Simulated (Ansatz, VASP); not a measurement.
ScGa3 in VASP and in Ansatz

Contents of INCAR:

```
SYSTEM = ScGa3
PREC = Accurate
ENCUT = 520
EDIFF = 1E-8
ISMEAR = -1
SIGMA = 0.05
LREAL = .False.
LASPH = .True.
NELM = 100
ALGO = Normal
ISIF = 2
LWAVE = .False.
LCHARG = .False.
GGA = CA
LEFG = .True.
NBANDS = 33
```

KPOINTS

```
regular mesh
0
Gamma
  9 9 9
  0 0 0
```

The input POSCAR:

```
ScGa3
1.0
    4.0950000000      0.0000000000      0.0000000000
    0.0000000000      4.0950000000      0.0000000000
    0.0000000000      0.0000000000      4.0540500000
Sc Ga
1 3
Direct
    0.0000000000      0.0000000000      0.0000000000
    0.0000000000      0.5000000000      0.5000000000
    0.5000000000      0.0000000000      0.5000000000
    0.5000000000      0.5000000000      0.0000000000
```

Input for Ansatz:

```yaml
crystal:
  lattice:
    - [4.095, 0.0, 0.0]
    - [0.0, 4.095, 0.0]
    - [0.0, 0.0, 4.05405]
  atoms:
    - { symbol: Sc, position: [0.0, 0.0, 0.0] }
    - { symbol: Ga, position: [0.0, 0.5, 0.5] }
    - { symbol: Ga, position: [0.5, 0.0, 0.5] }
    - { symbol: Ga, position: [0.5, 0.5, 0.0] }
kpoints:
  mp_grid: { grid: [9, 9, 9] }
scf:
  occupations: { method: fermi_dirac, width: 0.05 }
hamiltonian:
  xc: lda
  pseudopotentials: { kind: all_electron, datasets: crystal }
output:
  forces: true
  stress: true
  eigenvalues: true
  efg: { contact_densities: true }
```

Change from the starting cell: zz strain of -1 %, crystal datasets.

Alike in both runs: task electric field gradients; functional LDA; k mesh 9 × 9 × 9; occupations fermi-dirac, width 0.05 eV; no spin polarisation.

|  | VASP | Ansatz |
| --- | --- | --- |
| version | VASP 6.6.1 | Ansatz 0.2.0 |
| potentials or method | VASP PAW LDA potentials, release 64 (Sc_sv, Ga_d), cutoff 520 eV | all-electron PAW with datasets made for the crystal, scalar-relativistic |

|  | VASP | Ansatz | Ansatz less VASP |
| --- | --- | --- | --- |
| pressure (GPa) | -4.6 | -4.8 | -0.20 |
| traceless stress, the component that is largest in VASP (GPa) | 0.78 | 0.78 | -0.003 |
| size of Vzz on the site where it differs most (V/Å²) | 61.3 | 63.9 | +2.62 |

LDA's correlation is that of Perdew and Zunger in VASP and of Perdew and Wang (1992) in Ansatz. Ansatz ran all-electron here, and VASP with PAW potentials.
